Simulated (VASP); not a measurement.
# Sb in VASP: a series of runs

The runs below take Sb through single point, with PBE.

All numbers are computed with VASP 6.6.1; they aren't measurements. Logs are shortened: lines on timing, memory, paths and dates and some standing lists are left out, and cuts for length are marked.

## 1. The cell of the first run

The typed cell holds 4 atoms: a = 3.117 Å, b = 6.227 Å, c = 6.225 Å, α = 89.31°, β = 90.42°, γ = 89.73°.

## 2. Single point, PBE

INCAR reads:

```
SYSTEM = Sb
  PREC = Accurate
  ENCUT = 520
  EDIFF = 1E-6
  ISMEAR = 0
  SIGMA = 0.2
  LREAL = .False.
  LASPH = .True.
  NELM = 60
  ALGO = Normal
  ISIF = 2
  LWAVE = .False.
  LCHARG = .False.
  GGA = PE
  NBANDS = 18
```

KPOINTS reads:

```
Automatic mesh
0
Gamma
  8 4 4
  0 0 0
```

POSCAR reads:

```
Sb
1.0
   -0.0073114738     -3.1169811759      0.0115337527
   -6.2272029095     -0.0145872117     -0.0375882264
   -0.0378387644      0.0229606588     -6.2249648522
Sb
4
Direct
    0.0003428102     -0.0007530980      0.7492570445
   -0.0002443631      0.0008787514      0.2509597503
    0.9998710485      0.5005233253      0.7503855704
    1.0000305043      0.4993510213      0.2493976348
```

Potentials or basis: VASP PAW PBE potentials, release 64 (Sb).

Started as:

```
cat potpaw_PBE.64/Sb/POTCAR > POTCAR
mpirun -np 1 vasp_std > vasp.out
```

OUTCAR:

```text
SYSTEM = Sb
   PREC = Accurate
   ENCUT = 520
   EDIFF = 1E-6
   ISMEAR = 0
   LREAL = .False.
   LASPH = .True.
   NELM = 60
   ISIF = 2
   GGA = PE

 ion  position               nearest neighbor table
   1  0.000  0.999  0.749-   2 3.10   3 3.11   3 3.12   2 3.12
   2  1.000  0.001  0.251-   1 3.10   4 3.10   4 3.12   1 3.12
   3  1.000  0.501  0.750-   1 3.11   4 3.11   4 3.12   1 3.12
   4  0.000  0.499  0.249-   2 3.10   3 3.11   3 3.12   2 3.12

  LATTYP: Found a triclinic cell.
 ALAT       =     8.8320423759
 B/A-ratio  =     0.3529207580
 C/A-ratio  =     1.5841179524
 COS(alpha) =     0.0008722897
 COS(beta)  =     0.6320733838
 COS(gamma) =     0.7091312350

  Lattice vectors:

 A1 = (   6.2418258571,   6.2485495635,   0.0145207210)
 A2 = (   0.0073114738,   3.1169811759,  -0.0115337527)
 A3 = (  12.4922445834,   0.0062137646,   6.3001413050)

Analysis of symmetry for initial positions (statically):
=====================================================================
 Subroutine PRICEL returns:
 Original cell was already a primitive cell.

 Routine SETGRP: Setting up the symmetry group for a
 triclinic supercell.

 Subroutine GETGRP returns: Found  1 space group operations
 (whereof  1 operations were pure point group operations)
 out of a pool of  2 trial point group operations.

The static configuration has the point symmetry C_1 .

Analysis of symmetry for dynamics (positions and initial velocities):
=====================================================================
 Subroutine PRICEL returns:
 Original cell was already a primitive cell.

 Routine SETGRP: Setting up the symmetry group for a
 triclinic supercell.

 Subroutine GETGRP returns: Found  1 space group operations
 (whereof  1 operations were pure point group operations)
 out of a pool of  2 trial point group operations.

The dynamic configuration has the point symmetry C_1 .

 Subroutine INISYM returns: Found  1 space group operations
 (whereof  1 operations are pure point group operations),
 and found     1 'primitive' translations

----------------------------------------------------------------------------------------

                                     Primitive cell

  volume of cell :     120.8203

  direct lattice vectors                    reciprocal lattice vectors
    -0.007311474 -3.116981176  0.011533753     0.000758713 -0.320829416 -0.001187985
    -6.227202909 -0.014587212 -0.037588226    -0.160592534  0.000380318  0.000977573
    -0.037838764  0.022960659 -6.224964852     0.000971112 -0.000596736 -0.160651581

  length of vectors
     3.117011090  6.227333437  6.225122198     0.320832512  0.160595959  0.160655625

  position of ions in fractional coordinates (direct lattice)
     0.000342810  0.999246902  0.749257044
     0.999755637  0.000878751  0.250959750
     0.999871048  0.500523325  0.750385570
     0.000030504  0.499351021  0.249397635

  ion indices of the primitive-cell ions
   primitive index   ion index
                 1           1
                 2           2
                 3           3
                 4           4

----------------------------------------------------------------------------------------

 KPOINTS: Automatic mesh

Automatic generation of k-mesh.
 Grid dimensions read from file:
 generate k-points for:    8    4    4

 Generating k-lattice:

  Cartesian coordinates                     Fractional coordinates (reciprocal lattice)
     0.000094839 -0.040103677 -0.000148498     0.125000000  0.000000000 -0.000000000
    -0.040148133  0.000095079  0.000244393    -0.000000000  0.250000000  0.000000000
     0.000242778 -0.000149184 -0.040162895     0.000000000 -0.000000000  0.250000000

  Length of vectors
     0.040104064  0.040148990  0.040163906

  Shift w.r.t. Gamma in fractional coordinates (k-lattice)
     0.000000000  0.000000000  0.000000000

 Subroutine IBZKPT returns following result:
 ===========================================

 Found     68 irreducible k-points:

 Following reciprocal coordinates:
            Coordinates               Weight
  0.000000  0.000000  0.000000      1.000000
  0.125000  0.000000 -0.000000      2.000000
  0.250000  0.000000 -0.000000      2.000000
  0.375000  0.000000 -0.000000      2.000000
  0.500000  0.000000 -0.000000      1.000000
  0.000000  0.250000  0.000000      2.000000
[... 16 lines left out ...]
  0.500000  0.000000  0.250000      2.000000
 -0.375000 -0.000000  0.250000      2.000000
 [... further k-points ...]
   k-points           NKPTS =     68   k-points in BZ     NKDIM =     68   number of bands    NBANDS=     18
   number of dos      NEDOS =    301   number of ions     NIONS =      4
   total plane-waves  NPLWV =  55296
   dimension x,y,z NGX =    24 NGY =   48 NGZ =   48
   dimension x,y,z NGXF=    48 NGYF=   96 NGZF=   96
   ions per type =               4
   NGX,Y,Z   is equivalent  to a cutoff of  12.80, 12.81, 12.82 a.u.
   NGXF,Y,Z  is equivalent  to a cutoff of  25.60, 25.63, 25.64 a.u.
 SYSTEM =  Sb
   PREC   = accura    normal or accurate (medium, high low for compatibility)
   ISTART =      0    job   : 0-new  1-cont  2-samecut
   ICHARG =      2    charge: 1-file 2-atom 10-const
   ISPIN  =      1    spin polarized calculation?
   LNONCOLLINEAR =      F non collinear calculations
   LSORBIT =      F    spin-orbit coupling
   LASPH  =      T    aspherical Exc in radial PAW
   ENCUT  =  520.0 eV  38.22 Ry    6.18 a.u.   5.80 11.58 11.57*2*pi/ulx,y,z
   NELM   =     60;   NELMIN=  2; NELMDL= -5     # of ELM steps
   EDIFF  = 0.1E-05   stopping-criterion for ELM
   LREAL  =      F    real-space projection
   EDIFFG = 0.1E-04   stopping-criterion for IOM
   NSW    =      0    number of steps for IOM
   IBRION =     -1    ionic relax: 0-MD 1-quasi-New 2-CG
   NFREE  =      0    steps in history (QN), initial steepest desc. (CG)
   ISIF   =      2    stress and relaxation
   ISYM   =      2    0-nonsym 1-usesym 2-fastsym
   POTIM  = 0.5000    time-step for ionic-motion
   TEBEG  =    0.0;   TEEND  =   0.0 temperature during run
   PSTRESS=    0.0 pullay stress
   NELECT =      20.0000    total number of electrons
   NUPDOWN=      -1.0000    fix difference up-down
   EMIN   =  10.00;   EMAX   =-10.00  energy-range for DOS
   EFERMI =   0.00;   METHOD = LEGACY
   ISMEAR =     0;   SIGMA  =   0.20  broadening in eV -4-tet -1-fermi 0-gaus
   EFERMI_NEDOS =   21; number of points for ismear=-14 and -15
   IALGO  =     38    algorithm
   IMIX   =      4    mixing-type and parameters
     AMIX     =   0.40;   BMIX     =  1.00
     AMIX_MAG =   1.60;   BMIX_MAG =  1.00
  volume/ion in A,a.u.               =      30.21       203.83
  Fermi-wavevector in a.u.,A,eV,Ry     =   0.898887  1.698649 10.993468  0.807997
  Thomas-Fermi vector in A             =   2.021652
   LORBIT       =      0    0 simple, 1 ext, 2 COOP (PROOUT), +10 PAW based schemes
   GGA     = PE    functional components
   LHFCALC =     F    Hartree Fock is set to
   AEXX    =    0.0000 exact exchange contribution
   IVDW    =     0    specifies the selected vdW correction
   LEPSILON=     F    determine dielectric tensor
   LRPA    =     F    only Hartree local field effects (RPA)
 non-spin polarized calculation
 Gauss-broadening in eV      SIGMA  =   0.20
  energy-cutoff  :      520.00
  volume of cell :      120.82
 maximum number of plane-waves:      3296
   NGX = 11   NGY = 23   NGZ = 23

 number of electron      19.9999998 magnetization

 Free energy of the ion-electron system (eV)
  ---------------------------------------------------
  ext. energy  EPLUGINS =         0.00000000
  ---------------------------------------------------
  free energy    TOTEN  =       -16.33604757 eV

  energy without entropy =      -16.27939620  energy(sigma->0) =      -16.30772189

 E-fermi :   6.9324     XC(G=0):  -9.5742

 val. band max:        6.9191817473   @ k =   0.3750   0.2500   0.5000
 cond. band min:       6.9339596397   @ k =   0.2500  -0.2500   0.2500
 fundamental gap:      0.0147778923
 Fermi energy:         6.9324326800

 k-point     1 :       0.0000    0.0000    0.0000
  band No.  band energies     occupation
      1      -5.3148      2.00000
      2      -2.9378      2.00000
      3      -2.9331      2.00000
      4      -0.4139      2.00000
      5       1.4844      2.00000
      6       1.4854      2.00000
[... 10 lines left out ...]
     17      13.8762      0.00000
     18      13.8944      0.00000

 k-point     2 :       0.1250    0.0000   -0.0000
  band No.  band energies     occupation
      1      -5.0930      2.00000
      2      -2.7121      2.00000
      3      -2.7075      2.00000
      4      -0.1823      2.00000
      5       1.6950      2.00000
      6       1.6961      2.00000
[... 10 lines left out ...]
     17      12.4152      0.00000
     18      14.0718      0.00000

 k-point     3 :       0.2500    0.0000   -0.0000
  band No.  band energies     occupation
      1      -4.4520      2.00000
      2      -2.0539      2.00000
      3      -2.0492      2.00000
      4       0.5041      2.00000
      5       2.2833      2.00000
      6       2.2846      2.00000
[... 10 lines left out ...]
     17      12.1686      0.00000
     18      13.0181      0.00000

 k-point     4 :       0.3750    0.0000   -0.0000
  band No.  band energies     occupation
      1      -3.5321      2.00000
      2      -1.0820      2.00000
      3      -1.0773      2.00000
      4       1.5694      2.00000
      5       2.5853      2.00000
      6       3.0587      2.00000
[... 375 lines left out ...]
      4       0.8316      2.00000
      5       2.7870      2.00000
      6       3.2735      2.00000
[... 10 lines left out ...]
     17      11.8312      0.00000
     18      12.0065      0.00000

 k-point    23 :       0.5000    0.0000    0.2500
  band No.  band energies     occupation
      1      -2.7252      2.00000
      2      -1.0847      2.00000
      3      -0.2006      2.00000
      4       1.5605      2.00000
      5       1.7001      2.00000
      6       3.0739      2.00000
[... 10 lines left out ...]
     17      12.3256      0.00000
     18      12.3954      0.00000

 k-point    24 :      -0.3750   -0.0000    0.2500
  band No.  band energies     occupation
      1      -3.3127      2.00000
      2      -1.6872      2.00000
      3      -0.8581      2.00000
      4       0.8592      2.00000
      5       2.8104      2.00000
      6       3.2640      2.00000
[... 10 lines left out ...]
     17      11.9020      0.00000
     18      11.9971      0.00000

 [... further k-points ...]
[... 5 lines left out ...]
  --------------------------------------------------------------------------------------
  -------------------------------------------------------------------------------------
  Total       -0.0072094     -0.0751362      0.0142787      0.0018143      0.0028967     -0.0075126
  in kB       -0.0956024     -0.9963692      0.1893471      0.0240587      0.0384128     -0.0996232
  external PRESSURE =      -0.3008748 kB  Pullay stress =       0.0000000 kB

 VOLUME and BASIS-vectors are now :
 -----------------------------------------------------------------------------
  energy-cutoff  :      520.00
  volume of cell :      120.82
      direct lattice vectors                 reciprocal lattice vectors
    -0.007311474 -3.116981176  0.011533753     0.000758713 -0.320829416 -0.001187985
    -6.227202909 -0.014587212 -0.037588226    -0.160592534  0.000380318  0.000977573
    -0.037838764  0.022960659 -6.224964852     0.000971112 -0.000596736 -0.160651581

 POSITION                                       TOTAL-FORCE (eV/Angst)
 -----------------------------------------------------------------------------------
     -6.25087      0.00156     -4.70165        -0.006400      0.000510     -0.007110
     -0.02228     -3.11047     -1.55072         0.007037     -0.000396      0.007732
     -3.15256     -3.10665     -4.67841         0.005869     -0.000298      0.005087
     -3.11900     -0.00165     -1.57126        -0.006507      0.000184     -0.005709
 -----------------------------------------------------------------------------------
    total drift:                                0.000001     -0.000000      0.000001

  FREE ENERGIE OF THE ION-ELECTRON SYSTEM (eV)
  ---------------------------------------------------
  free  energy   TOTEN  =       -16.3360475748 eV

  energy  without entropy=      -16.2793961985  energy(sigma->0) =      -16.30772189
```

Run time: 64 s. Hardware: 1 thread of Intel Xeon Platinum 8488C (Sapphire Rapids), shared host; peak memory 0.28 GiB.

Results:

```
Free energy            : -16.3360 eV
Pressure               : 0.0 GPa
Largest force          : 0.010 eV/Å
Band gap on the k mesh : zero (band 10 reaches 10.17 eV, above the bottom of band 11 at 5.03 eV)
```

Forces on the atoms (eV/Å):
```
Sb  -0.006  0.001 -0.007
Sb   0.007  0.000  0.008
Sb   0.006  0.000  0.005
Sb  -0.007  0.000 -0.006
```

Levels at points of the mesh, in eV from the Fermi level:
```
           k point  band 6  band 7  band 8  band 9  band 10  band 11  band 12  band 13  band 14  band 15
(0.00, 0.00, 0.00)   -5.45   -3.50   -3.36    2.27     3.24     3.28     3.32     5.22     5.22     5.26
(0.50, 0.00, 0.00)   -3.48   -3.46   -3.41   -3.39    -1.62    -1.56    -1.46     2.27     2.27     4.82
(0.00, 0.50, 0.00)   -4.64   -1.90   -1.90    0.25     0.26     4.06     4.06     4.11     4.12     5.25
(0.50, 0.50, 0.00)   -4.64   -2.70   -2.70   -2.62    -2.61     0.24     0.24     2.42     2.42     3.11
(0.00, 0.00, 0.50)   -4.64   -1.90   -1.89    0.25     0.26     4.06     4.07     4.10     4.11     5.25
(0.50, 0.00, 0.50)   -4.64   -2.69   -2.68   -2.63    -2.63     0.24     0.25     2.41     2.43     3.11
(0.00, 0.50, 0.50)   -1.32   -1.27   -1.19   -0.91    -0.91    -0.81    -0.78     4.85     4.90     4.90
(0.50, 0.50, 0.50)   -3.84   -3.83   -3.83    0.63     0.63     0.67     0.76     1.47     1.47     1.58
```

Caveat: spin-orbit coupling is left out, which moves the levels of the heavy elements.

(Part 1 of 2 ends here.)
